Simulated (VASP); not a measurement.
# SnSe in VASP: a series of runs

Aim: see how the results for SnSe move with the level of theory and the settings. Levels: LDA, PBEsol. Tasks: single point.

All numbers are computed with VASP 6.6.1; they aren't measurements. Logs are shortened: lines on timing, memory, paths and dates and some standing lists are left out, and cuts for length are marked.

### Step 1. The cell of the first run

The cell holds a slab with vacuum, 4 atoms: a = 4.198 Å, b = 4.198 Å, c = 10.766 Å, α = 90.00°, β = 90.00°, γ = 90.00°.

### Step 2. Single point, LDA

INCAR reads:

```
SYSTEM = SnSe
ALGO = Normal ; EDIFF = 1E-7
ENCUT = 520 ; ISIF = 2
ISMEAR = -1 ; LASPH = .True.
LCHARG = .False. ; LREAL = .False.
LWAVE = .False. ; NBANDS = 28
NELM = 80 ; PREC = Accurate
SIGMA = 0.05
```

KPOINTS reads:

```
k-points
0
Gamma
  6 6 3
  0 0 0
```

POSCAR reads:

```
SnSe
1.0
    4.1978472110      0.0000000000      0.0000000000
    0.0000000000      4.1978472110      0.0000000000
    0.0000000000      0.0000000000     10.7663293357
Sn Se
2 2
Direct
    0.0000000000      0.5000000000      0.6277708900
    0.5000000000      0.0000000000      0.3722291100
    0.0000000000      0.5000000000      0.3839605100
    0.5000000000      0.0000000000      0.6160394900
```

Potentials or basis: VASP PAW LDA potentials, release 64 (Sn_d, Se).

The run is started by

```bash
cat potpaw_LDA.64/Sn_d/POTCAR potpaw_LDA.64/Se/POTCAR > POTCAR
mpirun -np 1 vasp_std > vasp.out
```

OUTCAR:

```text
SYSTEM = SnSe
   EDIFF = 1E-7
   ENCUT = 520
   ISIF = 2
   ISMEAR = -1
   LASPH = .True.
   LREAL = .False.
   NELM = 80
   PREC = Accurate

 ion  position               nearest neighbor table
   1  0.000  0.500  0.628-   3 2.62   4 2.97   4 2.97   4 2.97   4 2.97
   2  0.500  0.000  0.372-   4 2.62   3 2.97   3 2.97   3 2.97   3 2.97
   3  0.000  0.500  0.384-   1 2.62   2 2.97   2 2.97   2 2.97   2 2.97
   4  0.500  0.000  0.616-   2 2.62   1 2.97   1 2.97   1 2.97   1 2.97

  LATTYP: Found a simple tetragonal cell.
 ALAT       =     4.1978472110
 C/A-ratio  =     2.5647263453

  Lattice vectors:

 A1 = (   4.1978472110,   0.0000000000,   0.0000000000)
 A2 = (   0.0000000000,   4.1978472110,   0.0000000000)
 A3 = (   0.0000000000,   0.0000000000,  10.7663293357)

Analysis of symmetry for initial positions (statically):
=====================================================================
 Subroutine PRICEL returns:
 Original cell was already a primitive cell.

 Routine SETGRP: Setting up the symmetry group for a
 simple tetragonal supercell.

 Subroutine GETGRP returns: Found 16 space group operations
 (whereof  8 operations were pure point group operations)
 out of a pool of 16 trial point group operations.

The static configuration has the point symmetry D_2d.
 The point group associated with its full space group is D_4h.

Analysis of symmetry for dynamics (positions and initial velocities):
=====================================================================
 Subroutine PRICEL returns:
 Original cell was already a primitive cell.

 Routine SETGRP: Setting up the symmetry group for a
 simple tetragonal supercell.

 Subroutine GETGRP returns: Found 16 space group operations
 (whereof  8 operations were pure point group operations)
 out of a pool of 16 trial point group operations.

The dynamic configuration has the point symmetry D_2d.
 The point group associated with its full space group is D_4h.

 Subroutine INISYM returns: Found 16 space group operations
 (whereof  8 operations are pure point group operations),
 and found     1 'primitive' translations

----------------------------------------------------------------------------------------

                                     Primitive cell

  volume of cell :     189.7234

  direct lattice vectors                    reciprocal lattice vectors
     4.197847211  0.000000000  0.000000000     0.238217341  0.000000000  0.000000000
     0.000000000  4.197847211  0.000000000     0.000000000  0.238217341  0.000000000
     0.000000000  0.000000000 10.766329336     0.000000000  0.000000000  0.092882167

  length of vectors
     4.197847211  4.197847211 10.766329336     0.238217341  0.238217341  0.092882167

  position of ions in fractional coordinates (direct lattice)
     0.000000000  0.500000000  0.627770890
     0.500000000  0.000000000  0.372229110
     0.000000000  0.500000000  0.383960510
     0.500000000  0.000000000  0.616039490

  ion indices of the primitive-cell ions
   primitive index   ion index
                 1           1
                 2           2
                 3           3
                 4           4

----------------------------------------------------------------------------------------

 KPOINTS: k-points

Automatic generation of k-mesh.
 Grid dimensions read from file:
 generate k-points for:    6    6    3

 Generating k-lattice:

  Cartesian coordinates                     Fractional coordinates (reciprocal lattice)
     0.039702890  0.000000000  0.000000000     0.166666667  0.000000000  0.000000000
     0.000000000  0.039702890  0.000000000     0.000000000  0.166666667  0.000000000
     0.000000000  0.000000000  0.030960722     0.000000000  0.000000000  0.333333333

  Length of vectors
     0.039702890  0.039702890  0.030960722

  Shift w.r.t. Gamma in fractional coordinates (k-lattice)
     0.000000000  0.000000000  0.000000000

 Subroutine IBZKPT returns following result:
 ===========================================

 Found     20 irreducible k-points:

 Following reciprocal coordinates:
            Coordinates               Weight
  0.000000  0.000000  0.000000      1.000000
  0.166667  0.000000  0.000000      4.000000
  0.333333  0.000000  0.000000      4.000000
  0.500000  0.000000  0.000000      2.000000
  0.166667  0.166667  0.000000      4.000000
  0.333333  0.166667  0.000000      8.000000
[... 12 lines left out ...]
  0.500000  0.333333  0.333333      8.000000
  0.500000  0.500000  0.333333      2.000000
   k-points           NKPTS =     20   k-points in BZ     NKDIM =     20   number of bands    NBANDS=     28
   number of dos      NEDOS =    301   number of ions     NIONS =      4
   total plane-waves  NPLWV =  81920
   dimension x,y,z NGX =    32 NGY =   32 NGZ =   80
   dimension x,y,z NGXF=    64 NGYF=   64 NGZF=  160
   ions per type =               2   2
   NGX,Y,Z   is equivalent  to a cutoff of  12.67, 12.67, 12.35 a.u.
   NGXF,Y,Z  is equivalent  to a cutoff of  25.35, 25.35, 24.71 a.u.
 SYSTEM =  SnSe
   PREC   = accura    normal or accurate (medium, high low for compatibility)
   ISTART =      0    job   : 0-new  1-cont  2-samecut
   ICHARG =      2    charge: 1-file 2-atom 10-const
   ISPIN  =      1    spin polarized calculation?
   LNONCOLLINEAR =      F non collinear calculations
   LSORBIT =      F    spin-orbit coupling
   LASPH  =      T    aspherical Exc in radial PAW
   ENCUT  =  520.0 eV  38.22 Ry    6.18 a.u.   7.81  7.81 20.02*2*pi/ulx,y,z
   NELM   =     80;   NELMIN=  2; NELMDL= -5     # of ELM steps
   EDIFF  = 0.1E-06   stopping-criterion for ELM
   LREAL  =      F    real-space projection
   EDIFFG = 0.1E-05   stopping-criterion for IOM
   NSW    =      0    number of steps for IOM
   IBRION =     -1    ionic relax: 0-MD 1-quasi-New 2-CG
   NFREE  =      0    steps in history (QN), initial steepest desc. (CG)
   ISIF   =      2    stress and relaxation
   ISYM   =      2    0-nonsym 1-usesym 2-fastsym
   POTIM  = 0.5000    time-step for ionic-motion
   TEBEG  =    0.0;   TEEND  =   0.0 temperature during run
   PSTRESS=    0.0 pullay stress
   NELECT =      40.0000    total number of electrons
   NUPDOWN=      -1.0000    fix difference up-down
   EMIN   =  10.00;   EMAX   =-10.00  energy-range for DOS
   EFERMI =   0.00;   METHOD = LEGACY
   ISMEAR =    -1;   SIGMA  =   0.05  broadening in eV -4-tet -1-fermi 0-gaus
   EFERMI_NEDOS =   21; number of points for ismear=-14 and -15
   IALGO  =     38    algorithm
   IMIX   =      4    mixing-type and parameters
     AMIX     =   0.40;   BMIX     =  1.00
     AMIX_MAG =   1.60;   BMIX_MAG =  1.00
  volume/ion in A,a.u.               =      47.43       320.08
  Fermi-wavevector in a.u.,A,eV,Ry     =   0.974364  1.841281 12.917168  0.949385
  Thomas-Fermi vector in A             =   2.104818
   LORBIT       =      0    0 simple, 1 ext, 2 COOP (PROOUT), +10 PAW based schemes
   GGA     = CA    functional components
   LHFCALC =     F    Hartree Fock is set to
   AEXX    =    0.0000 exact exchange contribution
   IVDW    =     0    specifies the selected vdW correction
   LEPSILON=     F    determine dielectric tensor
   LRPA    =     F    only Hartree local field effects (RPA)
 non-spin polarized calculation
  energy-cutoff  :      520.00
  volume of cell :      189.72
 maximum number of plane-waves:      5130
 NGX is ok and might be reduce to    32
   NGX = 15   NGY = 15   NGZ = 41

 number of electron      39.9999976 magnetization

 Free energy of the ion-electron system (eV)
  ---------------------------------------------------
  ext. energy  EPLUGINS =         0.00000000
  ---------------------------------------------------
  free energy    TOTEN  =       -18.47041560 eV

  energy without entropy =      -18.47041518  energy(sigma->0) =      -18.47041539

 E-fermi :   1.5686     XC(G=0):  -6.4371

 val. band max:        0.8860395802   @ k =   0.3333   0.0000   0.3333
 cond. band min:       2.2686117701   @ k =   0.3333   0.0000   0.3333
 fundamental gap:      1.3825721899
 Fermi energy:         1.5686490750

 k-point     1 :       0.0000    0.0000    0.0000
  band No.  band energies     occupation
      1     -20.1617      2.00000
      2     -20.1524      2.00000
      3     -20.1477      2.00000
      4     -20.1450      2.00000
      5     -20.1386      2.00000
      6     -20.1222      2.00000
[... 20 lines left out ...]
     27       6.5019      0.00000
     28       6.8543      0.00000

 k-point     2 :       0.1667    0.0000    0.0000
  band No.  band energies     occupation
      1     -20.1573      2.00000
      2     -20.1499      2.00000
      3     -20.1485      2.00000
      4     -20.1426      2.00000
      5     -20.1423      2.00000
      6     -20.1225      2.00000
[... 20 lines left out ...]
     27       6.2827      0.00000
     28       6.4215      0.00000

 k-point     3 :       0.3333    0.0000    0.0000
  band No.  band energies     occupation
      1     -20.1538      2.00000
      2     -20.1497      2.00000
      3     -20.1494      2.00000
      4     -20.1400      2.00000
      5     -20.1378      2.00000
      6     -20.1236      2.00000
[... 20 lines left out ...]
     27       5.8223      0.00000
     28       7.3597      0.00000

 k-point     4 :       0.5000    0.0000    0.0000
  band No.  band energies     occupation
      1     -20.1545      2.00000
      2     -20.1545      2.00000
      3     -20.1427      2.00000
      4     -20.1427      2.00000
      5     -20.1279      2.00000
      6     -20.1279      2.00000
[... 20 lines left out ...]
     27       6.6320      0.00000
     28       6.6320      0.00000

 k-point     5 :       0.1667    0.1667    0.0000
  band No.  band energies     occupation
      1     -20.1565      2.00000
      2     -20.1530      2.00000
      3     -20.1454      2.00000
      4     -20.1421      2.00000
      5     -20.1397      2.00000
      6     -20.1226      2.00000
[... 20 lines left out ...]
     27       6.1015      0.00000
     28       7.0939      0.00000

 k-point     6 :       0.3333    0.1667    0.0000
  band No.  band energies     occupation
      1     -20.1598      2.00000
      2     -20.1592      2.00000
      3     -20.1405      2.00000
      4     -20.1358      2.00000
      5     -20.1341      2.00000
      6     -20.1229      2.00000
[... 339 lines left out ...]
      5     -20.1257      2.00000
      6     -20.1257      2.00000
[... 20 lines left out ...]
     27       6.8898      0.00000
     28       6.8898      0.00000

 k-point    18 :       0.3333    0.3333    0.3333
  band No.  band energies     occupation
      1     -20.1703      2.00000
      2     -20.1692      2.00000
      3     -20.1310      2.00000
      4     -20.1288      2.00000
      5     -20.1272      2.00000
      6     -20.1218      2.00000
[... 20 lines left out ...]
     27       6.7678      0.00000
     28       7.0050      0.00000

 k-point    19 :       0.5000    0.3333    0.3333
  band No.  band energies     occupation
      1     -20.1745      2.00000
      2     -20.1745      2.00000
      3     -20.1271      2.00000
      4     -20.1271      2.00000
      5     -20.1218      2.00000
      6     -20.1218      2.00000
[... 20 lines left out ...]
     27       6.8097      0.00000
     28       6.8097      0.00000

 k-point    20 :       0.5000    0.5000    0.3333
  band No.  band energies     occupation
      1     -20.1800      2.00000
      2     -20.1800      2.00000
      3     -20.1231      2.00000
      4     -20.1231      2.00000
      5     -20.1188      2.00000
      6     -20.1188      2.00000
[... 20 lines left out ...]
     27       7.6547      0.00000
     28       7.6547      0.00000

------------------------ aborting loop because EDIFF is reached ----------------------------------------

  FORCE on cell =-STRESS in cart. coord.  units (eV):
  Direction    XX          YY          ZZ          XY          YZ          ZX
  --------------------------------------------------------------------------------------
  -------------------------------------------------------------------------------------
  Total       -0.0250658     -0.0250658      1.4385942      0.0000000      0.0000000      0.0000000
  in kB       -0.2116762     -0.2116762     12.1486484      0.0000000      0.0000000      0.0000000
  external PRESSURE =       3.9084320 kB  Pullay stress =       0.0000000 kB

 VOLUME and BASIS-vectors are now :
 -----------------------------------------------------------------------------
  energy-cutoff  :      520.00
  volume of cell :      189.72
      direct lattice vectors                 reciprocal lattice vectors
     4.197847211  0.000000000  0.000000000     0.238217341  0.000000000  0.000000000
     0.000000000  4.197847211  0.000000000     0.000000000  0.238217341  0.000000000
     0.000000000  0.000000000 10.766329336     0.000000000  0.000000000  0.092882167

 POSITION                                       TOTAL-FORCE (eV/Angst)
 -----------------------------------------------------------------------------------
      0.00000      2.09892      6.75879        -0.000000     -0.000000      0.223043
      2.09892      0.00000      4.00754         0.000000     -0.000000     -0.223043
      0.00000      2.09892      4.13385         0.000000      0.000000     -0.340874
      2.09892      0.00000      6.63248         0.000000     -0.000000      0.340874
 -----------------------------------------------------------------------------------
    total drift:                                0.000000      0.000000      0.000000

  FREE ENERGIE OF THE ION-ELECTRON SYSTEM (eV)
  ---------------------------------------------------
  free  energy   TOTEN  =       -18.4704156025 eV

  energy  without entropy=      -18.4704151844  energy(sigma->0) =      -18.47041539
```

It took 76 s on 1 thread of Intel Xeon Platinum 8259CL at 2.50GHz (Skylake/Cascade Lake), shared host; peak memory 0.27 GiB.

Results:

| Quantity | Value |
| --- | --- |
| Free energy | -18.4704 eV |
| Largest force | 0.341 eV/Å |
| Band gap on the k mesh | 1.38 eV, direct |

Forces in eV/Å, atoms in the order of the input:
```
Sn   0.000  0.000  0.223
Sn   0.000  0.000 -0.223
Se   0.000  0.000 -0.341
Se   0.000  0.000  0.341
```

Caveat: spin-orbit coupling is left out, which moves the levels of the heavy elements.

### Step 3. Single point, PBEsol

INCAR reads:

```
ALGO     = Normal         # electronic algorithm
EDIFF    = 1E-6           # SCF threshold, eV
ENCUT    = 520            # plane-wave cutoff, eV
GGA      = PS             # functional
ISIF     = 2              # what is computed and relaxed
ISMEAR   = -1             # smearing method
LASPH    = T              # aspherical terms in the spheres
LCHARG   = F              # write CHGCAR
LREAL    = F              # projectors in reciprocal space
LWAVE    = F              # write WAVECAR
NBANDS   = 28             # bands
NELM     = 100            # most SCF steps
PREC     = Accurate       # precision mode
SIGMA    = 0.05           # smearing width, eV
```

KPOINTS reads:

```
k-points
0
Gamma
  6 6 3
```

POSCAR is that of step 2.

Potentials or basis: VASP PAW PBE potentials, release 64 (Sn_d, Se).

The run is started by

```bash
cat potpaw_PBE.64/Sn_d/POTCAR potpaw_PBE.64/Se/POTCAR > POTCAR
mpirun -np 1 vasp_std > vasp.out
```

Wall time 72 s (1 thread of Intel Xeon Platinum 8259CL at 2.50GHz (Skylake/Cascade Lake), shared host); peak memory 0.31 GiB.

The run converged. Its results:

```yaml
Free_energy: -17.5546 eV
Largest_force: 0.464 eV/Å
Band_gap_on_the_k_mesh: 1.39 eV, direct
```

Forces on the atoms (eV/Å):
```
Sn   0.000  0.000  0.359
Sn   0.000  0.000 -0.359
Se   0.000  0.000 -0.464
Se   0.000  0.000  0.464
```

Levels at points of the mesh, in eV from the valence-band top:
```
           k point  band 17  band 18  band 19  band 20  band 21  band 22  band 23  band 24
(0.00, 0.00, 0.00)    -3.34    -1.89    -1.89    -0.27     1.56     3.47     3.65     4.57
(0.50, 0.00, 0.00)    -1.71    -1.71    -0.27    -0.27     1.57     1.57     2.04     2.04
(0.50, 0.50, 0.00)    -3.54    -3.54    -1.80    -1.80     3.79     3.79     4.53     4.53
```

Caveat: the PAW data sets were made with another functional, which shifts forces and pressure a little; spin-orbit coupling is left out, which moves the levels of the heavy elements.

[end of part 1 of 2]
